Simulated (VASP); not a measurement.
# RhC3 (I4/mmm) in VASP: notebook

Runs on RhC3. Level: PBE. Tasks: single point.

Program: VASP 6.6.1. These are calculated values, not measurements. Logs are shortened: lines on timing, memory, paths and dates and some standing lists are left out, and cuts for length are marked.

## Step 1: The cell of the first run

The structure is tetragonal, space group I4/mmm (No. 139). The conventional cell has a = 3.173 Å, b = 3.173 Å, c = 7.089 Å, α = 90.00°, β = 90.00°, γ = 90.00°. Within 3.0 Å of Rh (site symmetry 4/mmm) lie 12 C at 2.24 to 2.38 Å. Within 3.0 Å of C (site symmetry 4/mmm) lie 4 Rh at 2.24 Å and 8 C at 2.38 Å. C (site symmetry -4m2) has 8 C at 2.24 to 2.38 Å and 4 Rh at 2.38 Å within 3.0 Å.

## Step 2: Single point, PBE

INCAR

```
SYSTEM = RhC3
PREC     = Accurate       ! precision mode
ENCUT    = 520            ! plane-wave cutoff, eV
EDIFF    = 1E-6           ! SCF threshold, eV
ISMEAR   = 0              ! smearing method
SIGMA    = 0.1            ! smearing width, eV
LREAL    = .FALSE.        ! projectors in reciprocal space
LASPH    = .TRUE.         ! aspherical terms in the spheres
NELM     = 100            ! most SCF steps
ALGO     = Normal         ! electronic algorithm
ISIF     = 2              ! what is computed and relaxed
LWAVE    = .FALSE.        ! write WAVECAR
LCHARG   = .FALSE.        ! write CHGCAR
GGA      = PE             ! functional
NBANDS   = 22             ! bands
```

KPOINTS

```
Automatic mesh
0
G
  8 8 8
  0 0 0
```

POSCAR

```
RhC3
1.0
   -1.5866881393      1.5866881393      3.5442903890
    1.5866881393     -1.5866881393      3.5442903890
    1.5866881393      1.5866881393     -3.5442903890
Rh C
1 3
Direct
    0.0000000000      0.0000000000      0.0000000000
    0.5000000000      0.5000000000      0.0000000000
    0.2500000000      0.7500000000      0.5000000000
    0.7500000000      0.2500000000      0.5000000000
```

Potentials or basis: VASP PAW PBE potentials, release 64 (Rh_pv, C).

The run is started by

```bash
cat potpaw_PBE.64/Rh_pv/POTCAR potpaw_PBE.64/C/POTCAR > POTCAR
mpirun -np 1 vasp_std > vasp.out
```

OUTCAR:

```text
SYSTEM = RhC3
   PREC = Accurate
   ENCUT = 520
   EDIFF = 1E-6
   ISMEAR = 0
   LREAL = .FALSE.
   LASPH = .TRUE.
   NELM = 100
   ISIF = 2
   GGA = PE

 ion  position               nearest neighbor table
   1  0.000  0.000  0.000-   2 2.24   2 2.24   2 2.24   2 2.24   4 2.38   3 2.38   4 2.38   3 2.38
                             4 2.38   4 2.38   3 2.38   3 2.38
   2  0.500  0.500  0.000-   1 2.24   1 2.24   1 2.24   1 2.24
   3  0.250  0.750  0.500-   1 2.38   1 2.38   1 2.38   1 2.38
   4  0.750  0.250  0.500-   1 2.38   1 2.38   1 2.38   1 2.38

  LATTYP: Found a body centered tetragonal cell.
 ALAT       =     3.1733762786
 C/A-ratio  =     2.2337662337

  Lattice vectors:

 A1 = (  -1.5866881393,   1.5866881393,   3.5442903890)
 A2 = (   1.5866881393,  -1.5866881393,   3.5442903890)
 A3 = (   1.5866881393,   1.5866881393,  -3.5442903890)

Analysis of symmetry for initial positions (statically):
=====================================================================
 Subroutine PRICEL returns:
 Original cell was already a primitive cell.

 Routine SETGRP: Setting up the symmetry group for a
 body centered tetragonal supercell.

 Subroutine GETGRP returns: Found 16 space group operations
 (whereof 16 operations were pure point group operations)
 out of a pool of 16 trial point group operations.

The static configuration has the point symmetry D_4h.

Analysis of symmetry for dynamics (positions and initial velocities):
=====================================================================
 Subroutine PRICEL returns:
 Original cell was already a primitive cell.

 Routine SETGRP: Setting up the symmetry group for a
 body centered tetragonal supercell.

 Subroutine GETGRP returns: Found 16 space group operations
 (whereof 16 operations were pure point group operations)
 out of a pool of 16 trial point group operations.

The dynamic configuration has the point symmetry D_4h.

 Subroutine INISYM returns: Found 16 space group operations
 (whereof 16 operations are pure point group operations),
 and found     1 'primitive' translations

----------------------------------------------------------------------------------------

                                     Primitive cell

  volume of cell :      35.6921

  direct lattice vectors                    reciprocal lattice vectors
    -1.586688139  1.586688139  3.544290389     0.000000000  0.315121786  0.141071962
     1.586688139 -1.586688139  3.544290389     0.315121786  0.000000000  0.141071962
     1.586688139  1.586688139 -3.544290389     0.315121786  0.315121786  0.000000000

  length of vectors
     4.194896049  4.194896049  4.194896049     0.345257930  0.345257930  0.445649503

  position of ions in fractional coordinates (direct lattice)
     0.000000000  0.000000000  0.000000000
     0.500000000  0.500000000  0.000000000
     0.250000000  0.750000000  0.500000000
     0.750000000  0.250000000  0.500000000

  ion indices of the primitive-cell ions
   primitive index   ion index
                 1           1
                 2           2
                 3           3
                 4           4

----------------------------------------------------------------------------------------

 KPOINTS: Automatic mesh

Automatic generation of k-mesh.
 Grid dimensions read from file:
 generate k-points for:    8    8    8

 Generating k-lattice:

  Cartesian coordinates                     Fractional coordinates (reciprocal lattice)
     0.000000000  0.039390223  0.017633995     0.125000000  0.000000000  0.000000000
     0.039390223  0.000000000  0.017633995     0.000000000  0.125000000  0.000000000
     0.039390223  0.039390223  0.000000000     0.000000000  0.000000000  0.125000000

  Length of vectors
     0.043157241  0.043157241  0.055706188

  Shift w.r.t. Gamma in fractional coordinates (k-lattice)
     0.000000000  0.000000000  0.000000000

 Subroutine IBZKPT returns following result:
 ===========================================

 Found     59 irreducible k-points:

 Following reciprocal coordinates:
            Coordinates               Weight
  0.000000  0.000000  0.000000      1.000000
  0.125000  0.000000 -0.000000      8.000000
  0.250000  0.000000 -0.000000      8.000000
  0.375000  0.000000  0.000000      8.000000
  0.500000  0.000000 -0.000000      4.000000
  0.125000  0.125000 -0.000000      8.000000
[... 16 lines left out ...]
  0.250000  0.125000  0.125000     16.000000
  0.375000  0.125000  0.125000      8.000000
 [... further k-points ...]
   k-points           NKPTS =     59   k-points in BZ     NKDIM =     59   number of bands    NBANDS=     22
   number of dos      NEDOS =    301   number of ions     NIONS =      4
   total plane-waves  NPLWV =  32768
   dimension x,y,z NGX =    32 NGY =   32 NGZ =   32
   dimension x,y,z NGXF=    64 NGYF=   64 NGZF=   64
   ions per type =               1   3
   NGX,Y,Z   is equivalent  to a cutoff of  12.68, 12.68, 12.68 a.u.
   NGXF,Y,Z  is equivalent  to a cutoff of  25.36, 25.36, 25.36 a.u.
 SYSTEM =  RhC3
   PREC   = accura    normal or accurate (medium, high low for compatibility)
   ISTART =      0    job   : 0-new  1-cont  2-samecut
   ICHARG =      2    charge: 1-file 2-atom 10-const
   ISPIN  =      1    spin polarized calculation?
   LNONCOLLINEAR =      F non collinear calculations
   LSORBIT =      F    spin-orbit coupling
   LASPH  =      T    aspherical Exc in radial PAW
   ENCUT  =  520.0 eV  38.22 Ry    6.18 a.u.   7.80  7.80  7.80*2*pi/ulx,y,z
   NELM   =    100;   NELMIN=  2; NELMDL= -5     # of ELM steps
   EDIFF  = 0.1E-05   stopping-criterion for ELM
   LREAL  =      F    real-space projection
   EDIFFG = 0.1E-04   stopping-criterion for IOM
   NSW    =      0    number of steps for IOM
   IBRION =     -1    ionic relax: 0-MD 1-quasi-New 2-CG
   NFREE  =      0    steps in history (QN), initial steepest desc. (CG)
   ISIF   =      2    stress and relaxation
   ISYM   =      2    0-nonsym 1-usesym 2-fastsym
   POTIM  = 0.5000    time-step for ionic-motion
   TEBEG  =    0.0;   TEEND  =   0.0 temperature during run
   PSTRESS=    0.0 pullay stress
   NELECT =      27.0000    total number of electrons
   NUPDOWN=      -1.0000    fix difference up-down
   EMIN   =  10.00;   EMAX   =-10.00  energy-range for DOS
   EFERMI =   0.00;   METHOD = LEGACY
   ISMEAR =     0;   SIGMA  =   0.10  broadening in eV -4-tet -1-fermi 0-gaus
   EFERMI_NEDOS =   21; number of points for ismear=-14 and -15
   IALGO  =     38    algorithm
   IMIX   =      4    mixing-type and parameters
     AMIX     =   0.40;   BMIX     =  1.00
     AMIX_MAG =   1.60;   BMIX_MAG =  1.00
  volume/ion in A,a.u.               =       8.92        60.22
  Fermi-wavevector in a.u.,A,eV,Ry     =   1.491667  2.818842 30.273929  2.225071
  Thomas-Fermi vector in A             =   2.604293
   LORBIT       =      0    0 simple, 1 ext, 2 COOP (PROOUT), +10 PAW based schemes
   GGA     = PE    functional components
   LHFCALC =     F    Hartree Fock is set to
   AEXX    =    0.0000 exact exchange contribution
   IVDW    =     0    specifies the selected vdW correction
   LEPSILON=     F    determine dielectric tensor
   LRPA    =     F    only Hartree local field effects (RPA)
 non-spin polarized calculation
 Gauss-broadening in eV      SIGMA  =   0.10
  energy-cutoff  :      520.00
  volume of cell :       35.69
 maximum number of plane-waves:       976
   NGX = 15   NGY = 15   NGZ = 15

 number of electron      27.0000001 magnetization

 Free energy of the ion-electron system (eV)
  ---------------------------------------------------
  ext. energy  EPLUGINS =         0.00000000
  ---------------------------------------------------
  free energy    TOTEN  =       -23.10354664 eV

  energy without entropy =      -23.09280253  energy(sigma->0) =      -23.09817458

 E-fermi :   9.2985     XC(G=0): -13.1544

 val. band max:        9.2838933846   @ k =   0.5000   0.0000  -0.0000
 cond. band min:       9.3076765676   @ k =   0.2500   0.1250   0.1250
 fundamental gap:      0.0237831830
 Fermi energy:         9.2985398446

 k-point     1 :       0.0000    0.0000    0.0000
  band No.  band energies     occupation
      1     -38.0762      2.00000
      2     -37.9834      2.00000
      3     -37.9834      2.00000
      4      -6.8316      2.00000
      5       0.3622      2.00000
      6       3.5695      2.00000
[... 14 lines left out ...]
     21      18.0078      0.00000
     22      21.0403      0.00000

 k-point     2 :       0.1250    0.0000   -0.0000
  band No.  band energies     occupation
      1     -38.0756      2.00000
      2     -37.9946      2.00000
      3     -37.9823      2.00000
      4      -6.5842      2.00000
      5       0.2865      2.00000
      6       2.0437      2.00000
[... 14 lines left out ...]
     21      18.4246      0.00000
     22      21.4379      0.00000

 k-point     3 :       0.2500    0.0000   -0.0000
  band No.  band energies     occupation
      1     -38.0743      2.00000
      2     -38.0214      2.00000
      3     -37.9796      2.00000
      4      -5.8653      2.00000
      5      -0.3223      2.00000
      6       0.9500      2.00000
[... 14 lines left out ...]
     21      19.3032      0.00000
     22      22.7673      0.00000
[... 476 lines left out ...]
 k-point    23 :       0.2500    0.1250    0.1250
  band No.  band energies     occupation
      1     -38.0694      2.00000
      2     -38.0438      2.00000
      3     -38.0144      2.00000
      4      -4.1064      2.00000
      5      -1.3136      2.00000
      6      -0.0354      2.00000
[... 14 lines left out ...]
     21      19.4915      0.00000
     22      23.5599      0.00000

 k-point    24 :       0.3750    0.1250    0.1250
  band No.  band energies     occupation
      1     -38.0688      2.00000
      2     -38.0547      2.00000
      3     -38.0132      2.00000
      4      -3.1224      2.00000
      5      -2.4126      2.00000
      6      -0.0483      2.00000
[... 14 lines left out ...]
     21      19.1870      0.00000
     22      23.0622      0.00000

 [... further k-points ...]

------------------------ aborting loop because EDIFF is reached ----------------------------------------

  FORCE on cell =-STRESS in cart. coord.  units (eV):
  Direction    XX          YY          ZZ          XY          YZ          ZX
  --------------------------------------------------------------------------------------
  -------------------------------------------------------------------------------------
  Total       -0.5900930     -0.5900930     -0.6349852      0.0000000     -0.0000000      0.0000000
  in kB      -26.4885773    -26.4885773    -28.5037319      0.0000000     -0.0000000      0.0000000
  external PRESSURE =     -27.1602955 kB  Pullay stress =       0.0000000 kB

 VOLUME and BASIS-vectors are now :
 -----------------------------------------------------------------------------
  energy-cutoff  :      520.00
  volume of cell :       35.69
      direct lattice vectors                 reciprocal lattice vectors
    -1.586688139  1.586688139  3.544290389     0.000000000  0.315121786  0.141071962
     1.586688139 -1.586688139  3.544290389     0.315121786  0.000000000  0.141071962
     1.586688139  1.586688139 -3.544290389     0.315121786  0.315121786  0.000000000

 POSITION                                       TOTAL-FORCE (eV/Angst)
 -----------------------------------------------------------------------------------
      0.00000      0.00000      0.00000        -0.000000     -0.000000     -0.000000
      0.00000      0.00000      3.54429        -0.000000     -0.000000     -0.000000
      1.58669     -0.00000      1.77215         0.000000     -0.000000      0.000000
     -0.00000      1.58669      1.77215         0.000000      0.000000     -0.000000
 -----------------------------------------------------------------------------------
    total drift:                                0.000000     -0.000000     -0.000000

  FREE ENERGIE OF THE ION-ELECTRON SYSTEM (eV)
  ---------------------------------------------------
  free  energy   TOTEN  =       -23.1035466360 eV

  energy  without entropy=      -23.0928025322  energy(sigma->0) =      -23.09817458
```

It took 87 s on 1 thread of AMD EPYC 7R43 (Zen 3), shared host; peak memory 0.16 GiB.

Results:

| Quantity | Value |
| --- | --- |
| Free energy | -23.1035 eV |
| Pressure | -2.7 GPa |

## Step 3: Single point, PBE

This run uses another cell than the first one, of 8.65 Å³/atom, 0.969 times its volume.

INCAR

```
SYSTEM = RhC3
PREC     = Accurate       ! precision mode
ENCUT    = 520            ! plane-wave cutoff, eV
EDIFF    = 1E-7           ! SCF threshold, eV
ISMEAR   = 0              ! smearing method
SIGMA    = 0.1            ! smearing width, eV
LREAL    = .False.        ! projectors in reciprocal space
LASPH    = .True.         ! aspherical terms in the spheres
NELM     = 60             ! most SCF steps
ALGO     = Normal         ! electronic algorithm
ISIF     = 2              ! what is computed and relaxed
LWAVE    = .False.        ! write WAVECAR
LCHARG   = .True.         ! write CHGCAR
GGA      = PE             ! functional
LELF     = .True.         ! ELF
LVHAR    = .True.       
NBANDS   = 22             ! bands
```

KPOINTS

```
Automatic mesh
0
Gamma
  20 20 20
  0 0 0
```

POSCAR

```
RhC3
1.0
   -1.7234066750      1.7234066750      2.9113337700
    1.7234066750     -1.7234066750      2.9113337700
    1.7234066750      1.7234066750     -2.9113337700
Rh C
1 3
Direct
    0.0000000000      0.0000000000      0.0000000000
    0.5000000000      0.5000000000      0.0000000000
    0.2500000000      0.7500000000      0.5000000000
    0.7500000000      0.2500000000      0.5000000000
```

Potentials or basis: VASP PAW PBE potentials, release 64 (Rh_pv, C).

The run is started by

```bash
cat potpaw_PBE.64/Rh_pv/POTCAR potpaw_PBE.64/C/POTCAR > POTCAR
mpirun -np 1 vasp_std > vasp.out
```

Wall time 11 min (1 thread of AMD EPYC 7R43 (Zen 3), shared host); peak memory 0.46 GiB.

Results (log left out):

```yaml
Free_energy: -23.3891 eV
Pressure: 0.1 GPa
```

Levels at points of the mesh, in eV from the Fermi level:
```csv
k point,band 12,band 13,band 14,band 15,band 16,band 17
"(0.00, 0.00, 0.00)",-1.94,-1.94,-1.71,2.36,2.73,2.73
"(0.50, 0.00, 0.00)",-1.56,-1.30,0.32,1.19,1.66,1.89
"(0.50, 0.50, 0.00)",-1.47,-0.69,0.75,1.48,3.19,3.68
"(0.50, 0.50, 0.50)",-2.39,-0.65,0.38,1.49,2.75,2.82
```
